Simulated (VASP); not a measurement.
# GaN (P6_3mc) in VASP: further runs

GaN is run at these levels: PBE; tasks: single point.

Program: VASP 6.6.1. These are calculated values, not measurements. Logs are shortened: lines on timing, memory, paths and dates and some standing lists are left out, and cuts for length are marked.

## 1. The cell of the first run

The structure is hexagonal, space group P6_3mc (No. 186). Conventional cell: a = 3.183 Å, b = 3.183 Å, c = 5.184 Å, α = 90.00°, β = 90.00°, γ = 120.00°. Within 2.6 Å of Ga (site symmetry 3m) lie 4 N at 1.95 Å. Within 2.6 Å of N (site symmetry 3m) lie 4 Ga at 1.95 Å.

## 2. Single point, PBE

INCAR reads:

```
SYSTEM = GaN
PREC = Accurate ; ENCUT = 520
EDIFF = 1E-6 ; ISMEAR = -1
SIGMA = 0.02 ; LREAL = .FALSE.
LASPH = .TRUE. ; NELM = 100
ALGO = Normal ; ISIF = 2
LWAVE = .FALSE. ; LCHARG = .FALSE.
GGA = PE ; NBANDS = 26
```

KPOINTS reads:

```
Automatic mesh
0
G
  12 12 6
  0 0 0
```

POSCAR reads:

```
GaN
1.0
    3.1831493761      0.0000000000      0.0000000000
   -1.5915746880      2.7566882238      0.0000000000
    0.0000000000      0.0000000000      5.1836252293
Ga N
2 2
Direct
    0.3333333333      0.6666666667     -0.0008868111
    0.6666666667      0.3333333333      0.4991131889
    0.3333333333      0.6666666667      0.3758868111
    0.6666666667      0.3333333333      0.8758868111
```

Potentials or basis: VASP PAW PBE potentials, release 64 (Ga_d, N).

On the command line:

```
$ cat potpaw_PBE.64/Ga_d/POTCAR potpaw_PBE.64/N/POTCAR > POTCAR
$ mpirun -np 1 vasp_std > vasp.out
```

OUTCAR:

```text
SYSTEM = GaN
   PREC = Accurate
   ENCUT = 520
   EDIFF = 1E-6
   ISMEAR = -1
   LREAL = .FALSE.
   LASPH = .TRUE.
   NELM = 100
   ISIF = 2
   GGA = PE

 ion  position               nearest neighbor table
   1  0.333  0.667  0.999-   4 1.95   4 1.95   4 1.95   3 1.95
   2  0.667  0.333  0.499-   3 1.95   3 1.95   3 1.95   4 1.95
   3  0.333  0.667  0.376-   2 1.95   2 1.95   2 1.95   1 1.95
   4  0.667  0.333  0.876-   1 1.95   1 1.95   1 1.95   2 1.95

  LATTYP: Found a hexagonal cell.
 ALAT       =     3.1831493761
 C/A-ratio  =     1.6284580511

  Lattice vectors:

 A1 = (   3.1831493761,   0.0000000000,   0.0000000000)
 A2 = (  -1.5915746880,   2.7566882238,   0.0000000000)
 A3 = (   0.0000000000,   0.0000000000,   5.1836252293)

Analysis of symmetry for initial positions (statically):
=====================================================================
 Subroutine PRICEL returns:
 Original cell was already a primitive cell.

 Routine SETGRP: Setting up the symmetry group for a
 hexagonal supercell.

 Subroutine GETGRP returns: Found 12 space group operations
 (whereof  6 operations were pure point group operations)
 out of a pool of 24 trial point group operations.

The static configuration has the point symmetry C_3v.
 The point group associated with its full space group is C_6v.

Analysis of symmetry for dynamics (positions and initial velocities):
=====================================================================
 Subroutine PRICEL returns:
 Original cell was already a primitive cell.

 Routine SETGRP: Setting up the symmetry group for a
 hexagonal supercell.

 Subroutine GETGRP returns: Found 12 space group operations
 (whereof  6 operations were pure point group operations)
 out of a pool of 24 trial point group operations.

The dynamic configuration has the point symmetry C_3v.
 The point group associated with its full space group is C_6v.

 Subroutine INISYM returns: Found 12 space group operations
 (whereof  6 operations are pure point group operations),
 and found     1 'primitive' translations

----------------------------------------------------------------------------------------

                                     Primitive cell

  volume of cell :      45.4861

  direct lattice vectors                    reciprocal lattice vectors
     3.183149376  0.000000000  0.000000000     0.314154280  0.181377058  0.000000000
    -1.591574688  2.756688224  0.000000000     0.000000000  0.362754116  0.000000000
     0.000000000  0.000000000  5.183625229     0.000000000  0.000000000  0.192915181

  length of vectors
     3.183149376  3.183149376  5.183625229     0.362754116  0.362754116  0.192915181

  position of ions in fractional coordinates (direct lattice)
     0.333333333  0.666666667  0.999113189
     0.666666667  0.333333333  0.499113189
     0.333333333  0.666666667  0.375886811
     0.666666667  0.333333333  0.875886811

  ion indices of the primitive-cell ions
   primitive index   ion index
                 1           1
                 2           2
                 3           3
                 4           4

----------------------------------------------------------------------------------------

 KPOINTS: Automatic mesh

Automatic generation of k-mesh.
 Grid dimensions read from file:
 generate k-points for:   12   12    6

 Generating k-lattice:

  Cartesian coordinates                     Fractional coordinates (reciprocal lattice)
     0.026179523  0.015114755  0.000000000     0.083333333  0.000000000  0.000000000
     0.000000000  0.030229510  0.000000000     0.000000000  0.083333333  0.000000000
     0.000000000  0.000000000  0.032152530     0.000000000  0.000000000  0.166666667

  Length of vectors
     0.030229510  0.030229510  0.032152530

  Shift w.r.t. Gamma in fractional coordinates (k-lattice)
     0.000000000  0.000000000  0.000000000

 Subroutine IBZKPT returns following result:
 ===========================================

 Found     76 irreducible k-points:

 Following reciprocal coordinates:
            Coordinates               Weight
  0.000000  0.000000  0.000000      1.000000
  0.083333  0.000000  0.000000      6.000000
  0.166667  0.000000  0.000000      6.000000
  0.250000 -0.000000  0.000000      6.000000
  0.333333  0.000000  0.000000      6.000000
  0.416667 -0.000000  0.000000      6.000000
[... 16 lines left out ...]
  0.250000 -0.000000  0.166667     12.000000
  0.333333  0.000000  0.166667     12.000000
 [... further k-points ...]
   k-points           NKPTS =     76   k-points in BZ     NKDIM =     76   number of bands    NBANDS=     26
   number of dos      NEDOS =    301   number of ions     NIONS =      4
   total plane-waves  NPLWV =  23040
   dimension x,y,z NGX =    24 NGY =   24 NGZ =   40
   dimension x,y,z NGXF=    48 NGYF=   48 NGZF=   80
   ions per type =               2   2
   NGX,Y,Z   is equivalent  to a cutoff of  12.53, 12.53, 12.83 a.u.
   NGXF,Y,Z  is equivalent  to a cutoff of  25.07, 25.07, 25.66 a.u.
 SYSTEM =  GaN
   PREC   = accura    normal or accurate (medium, high low for compatibility)
   ISTART =      0    job   : 0-new  1-cont  2-samecut
   ICHARG =      2    charge: 1-file 2-atom 10-const
   ISPIN  =      1    spin polarized calculation?
   LNONCOLLINEAR =      F non collinear calculations
   LSORBIT =      F    spin-orbit coupling
   LASPH  =      T    aspherical Exc in radial PAW
   ENCUT  =  520.0 eV  38.22 Ry    6.18 a.u.   5.92  5.92  9.64*2*pi/ulx,y,z
   NELM   =    100;   NELMIN=  2; NELMDL= -5     # of ELM steps
   EDIFF  = 0.1E-05   stopping-criterion for ELM
   LREAL  =      F    real-space projection
   EDIFFG = 0.1E-04   stopping-criterion for IOM
   NSW    =      0    number of steps for IOM
   IBRION =     -1    ionic relax: 0-MD 1-quasi-New 2-CG
   NFREE  =      0    steps in history (QN), initial steepest desc. (CG)
   ISIF   =      2    stress and relaxation
   ISYM   =      2    0-nonsym 1-usesym 2-fastsym
   POTIM  = 0.5000    time-step for ionic-motion
   TEBEG  =    0.0;   TEEND  =   0.0 temperature during run
   PSTRESS=    0.0 pullay stress
   NELECT =      36.0000    total number of electrons
   NUPDOWN=      -1.0000    fix difference up-down
   EMIN   =  10.00;   EMAX   =-10.00  energy-range for DOS
   EFERMI =   0.00;   METHOD = LEGACY
   ISMEAR =    -1;   SIGMA  =   0.02  broadening in eV -4-tet -1-fermi 0-gaus
   EFERMI_NEDOS =   21; number of points for ismear=-14 and -15
   IALGO  =     38    algorithm
   IMIX   =      4    mixing-type and parameters
     AMIX     =   0.40;   BMIX     =  1.00
     AMIX_MAG =   1.60;   BMIX_MAG =  1.00
  volume/ion in A,a.u.               =      11.37        76.74
  Fermi-wavevector in a.u.,A,eV,Ry     =   1.514315  2.861641 31.200201  2.293150
  Thomas-Fermi vector in A             =   2.623989
   LORBIT       =      0    0 simple, 1 ext, 2 COOP (PROOUT), +10 PAW based schemes
   GGA     = PE    functional components
   LHFCALC =     F    Hartree Fock is set to
   AEXX    =    0.0000 exact exchange contribution
   IVDW    =     0    specifies the selected vdW correction
   LEPSILON=     F    determine dielectric tensor
   LRPA    =     F    only Hartree local field effects (RPA)
 non-spin polarized calculation
  energy-cutoff  :      520.00
  volume of cell :       45.49
 maximum number of plane-waves:      1248
 NGX is ok and might be reduce to    24
   NGX = 11   NGY = 11   NGZ = 19

 number of electron      35.9999993 magnetization

 Free energy of the ion-electron system (eV)
  ---------------------------------------------------
  ext. energy  EPLUGINS =         0.00000000
  ---------------------------------------------------
  free energy    TOTEN  =       -24.29726786 eV

  energy without entropy =      -24.29726786  energy(sigma->0) =      -24.29726786

 E-fermi :   5.8305     XC(G=0): -11.6932

 val. band max:        5.3663810148   @ k =   0.0000   0.0000   0.0000
 cond. band min:       7.3083073111   @ k =   0.0000   0.0000   0.0000
 fundamental gap:      1.9419262963
 Fermi energy:         5.8305460796

 k-point     1 :       0.0000    0.0000    0.0000
  band No.  band energies     occupation
      1     -10.6503      2.00000
      2      -9.7153      2.00000
      3      -8.0746      2.00000
      4      -8.0594      2.00000
      5      -8.0594      2.00000
      6      -7.9973      2.00000
[... 18 lines left out ...]
     25      17.1039      0.00000
     26      17.1039      0.00000

 k-point     2 :       0.0833    0.0000    0.0000
  band No.  band energies     occupation
      1     -10.5812      2.00000
      2      -9.6970      2.00000
      3      -8.0686      2.00000
      4      -8.0492      2.00000
      5      -8.0369      2.00000
      6      -7.9896      2.00000
[... 18 lines left out ...]
     25      16.7537      0.00000
     26      17.2596      0.00000

 k-point     3 :       0.1667    0.0000    0.0000
  band No.  band energies     occupation
      1     -10.3926      2.00000
      2      -9.6522      2.00000
      3      -8.0442      2.00000
      4      -8.0243      2.00000
      5      -7.9799      2.00000
      6      -7.9495      2.00000
[... 18 lines left out ...]
     25      16.7756      0.00000
     26      17.6222      0.00000

 k-point     4 :       0.2500   -0.0000    0.0000
  band No.  band energies     occupation
      1     -10.1425      2.00000
      2      -9.6028      2.00000
      3      -8.0189      2.00000
      4      -7.9995      2.00000
      5      -7.9344      2.00000
      6      -7.8939      2.00000
[... 18 lines left out ...]
     25      16.8250      0.00000
     26      18.1073      0.00000

 k-point     5 :       0.3333    0.0000    0.0000
  band No.  band energies     occupation
      1      -9.9152      2.00000
      2      -9.5666      2.00000
      3      -8.0063      2.00000
      4      -7.9869      2.00000
      5      -7.9042      2.00000
      6      -7.8440      2.00000
[... 18 lines left out ...]
     25      16.9987      0.00000
     26      18.6045      0.00000

 k-point     6 :       0.4167   -0.0000    0.0000
  band No.  band energies     occupation
      1      -9.7723      2.00000
      2      -9.5485      2.00000
      3      -8.0072      2.00000
      4      -7.9843      2.00000
      5      -7.8912      2.00000
      6      -7.8416      2.00000
[... 427 lines left out ...]
 k-point    21 :       0.0833    0.0000    0.1667
  band No.  band energies     occupation
      1     -10.5023      2.00000
      2      -9.7268      2.00000
      3      -8.0592      2.00000
      4      -8.0473      2.00000
      5      -8.0237      2.00000
      6      -7.9958      2.00000
[... 18 lines left out ...]
     25      16.6023      0.00000
     26      17.0136      0.00000

 k-point    22 :       0.1667    0.0000    0.1667
  band No.  band energies     occupation
      1     -10.3218      2.00000
      2      -9.6745      2.00000
      3      -8.0405      2.00000
      4      -8.0209      2.00000
      5      -7.9823      2.00000
      6      -7.9525      2.00000
[... 18 lines left out ...]
     25      16.3743      0.00000
     26      17.4126      0.00000

 k-point    23 :       0.2500   -0.0000    0.1667
  band No.  band energies     occupation
      1     -10.0854      2.00000
      2      -9.6160      2.00000
      3      -8.0193      2.00000
      4      -7.9931      2.00000
      5      -7.9479      2.00000
      6      -7.9014      2.00000
[... 18 lines left out ...]
     25      16.4932      0.00000
     26      17.9383      0.00000

 k-point    24 :       0.3333    0.0000    0.1667
  band No.  band energies     occupation
      1      -9.8741      2.00000
      2      -9.5723      2.00000
      3      -8.0108      2.00000
      4      -7.9769      2.00000
      5      -7.9202      2.00000
      6      -7.8523      2.00000
[... 18 lines left out ...]
     25      16.7317      0.00000
     26      18.5225      0.00000

 [... further k-points ...]
[... 5 lines left out ...]
  --------------------------------------------------------------------------------------
  -------------------------------------------------------------------------------------
  Total        1.7729500      1.7729500      1.8087533      0.0000000      0.0000000      0.0000000
  in kB       62.4494772     62.4494772     63.7105936      0.0000000      0.0000000      0.0000000
  external PRESSURE =      62.8698493 kB  Pullay stress =       0.0000000 kB

 VOLUME and BASIS-vectors are now :
 -----------------------------------------------------------------------------
  energy-cutoff  :      520.00
  volume of cell :       45.49
      direct lattice vectors                 reciprocal lattice vectors
     3.183149376  0.000000000  0.000000000     0.314154280  0.181377058  0.000000000
    -1.591574688  2.756688224  0.000000000     0.000000000  0.362754116  0.000000000
     0.000000000  0.000000000  5.183625229     0.000000000  0.000000000  0.192915181

 POSITION                                       TOTAL-FORCE (eV/Angst)
 -----------------------------------------------------------------------------------
     -0.00000      1.83779      5.17903        -0.000000      0.000000      0.004531
      1.59157      0.91890      2.58722        -0.000000      0.000000      0.004531
     -0.00000      1.83779      1.94846        -0.000000      0.000000     -0.004531
      1.59157      0.91890      4.54027         0.000000     -0.000000     -0.004531
 -----------------------------------------------------------------------------------
    total drift:                               -0.000001     -0.000001     -0.001095

  FREE ENERGIE OF THE ION-ELECTRON SYSTEM (eV)
  ---------------------------------------------------
  free  energy   TOTEN  =       -24.2972678613 eV

  energy  without entropy=      -24.2972678613  energy(sigma->0) =      -24.29726786
```

Wall time 66 s (1 thread of AMD EPYC 7R43 (Zen 3), shared host); peak memory 0.17 GiB.

Results:

- Free energy: -24.2973 eV
- Pressure: 6.3 GPa
- Largest force: 0.005 eV/Å
- Band gap on the k mesh: 1.94 eV

Forces in eV/Å, atoms in the order of the input:
```
Ga   0.000  0.000  0.005
Ga   0.000  0.000  0.005
N    0.000  0.000 -0.005
N    0.000  0.000 -0.005
```

Levels at points of the mesh, in eV from the valence-band top:
| k point | band 16 | band 17 | band 18 | band 19 | band 20 | band 21 |
| --- | --- | --- | --- | --- | --- | --- |
| (0.00, 0.00, 0.00) | -0.04 | 0.00 | 0.00 | 1.94 | 4.28 | 9.22 |
| (0.50, 0.00, 0.00) | -2.75 | -2.21 | -1.00 | 5.08 | 5.59 | 6.06 |
| (0.00, 0.00, 0.50) | -0.53 | -0.53 | -0.53 | 4.28 | 4.28 | 8.49 |
| (0.50, 0.00, 0.50) | -1.95 | -1.90 | -1.90 | 4.42 | 4.42 | 7.79 |

Caveat: the cell stands under pressure.

## 3. Single point, PBE (uniaxial z strain +2.0%)

INCAR reads:

```
PREC = Accurate
ENCUT = 520
EDIFF = 1E-7
ISMEAR = -1
SIGMA = 0.02
LREAL = F
LASPH = T
NELM = 60
ALGO = Normal
ISIF = 2
LWAVE = F
LCHARG = T
GGA = PE
LELF = T
LVHAR = T
NBANDS = 26
```

KPOINTS reads:

```
Automatic mesh
0
Gamma
  12 12 6
```

POSCAR reads:

```
GaN
1.0
    3.1831493761      0.0000000000      0.0000000000
   -1.5915746880      2.7566882238      0.0000000000
    0.0000000000      0.0000000000      5.2872977339
Ga N
2 2
Direct
    0.3333333333      0.6666666667      0.0005148602
    0.6666666667      0.3333333333      0.5005148602
    0.3333333333      0.6666666667      0.3744851398
    0.6666666667      0.3333333333      0.8744851398
```

Potentials or basis: VASP PAW PBE potentials, release 64 (Ga_d, N).

On the command line:

```
$ cat potpaw_PBE.64/Ga_d/POTCAR potpaw_PBE.64/N/POTCAR > POTCAR
$ mpirun -np 1 vasp_std > vasp.out
```

Wall time 69 s (1 thread of AMD EPYC 7R43 (Zen 3), shared host); peak memory 0.17 GiB.

It converged, with:

```yaml
Free_energy: -24.3123 eV
Pressure: 2.5 GPa
Largest_force: 0.015 eV/Å
Band_gap_on_the_k_mesh: 1.73 eV
```

Forces in eV/Å, atoms in the order of the input:
```
Ga   0.000  0.000  0.015
Ga   0.000  0.000  0.015
N    0.000  0.000 -0.015
N    0.000  0.000 -0.015
```

Stress tensor (GPa, compression positive):
```
 4.42  0.00  0.00
 0.00  4.42  0.00
 0.00  0.00 -1.27
```

Levels at points of the mesh, in eV from the valence-band top:
```csv
k point,band 16,band 17,band 18,band 19,band 20,band 21
"(0.00, 0.00, 0.00)",-0.15,0.00,0.00,1.73,4.32,8.91
"(0.50, 0.00, 0.00)",-2.63,-2.22,-1.00,5.12,5.41,5.82
"(0.00, 0.00, 0.50)",-0.49,-0.49,-0.49,4.17,4.17,8.27
"(0.50, 0.00, 0.50)",-1.98,-1.88,-1.88,4.26,4.26,7.62
```

Caveat: the cell differs from its parent crystal (uniaxial z strain +2.0%).
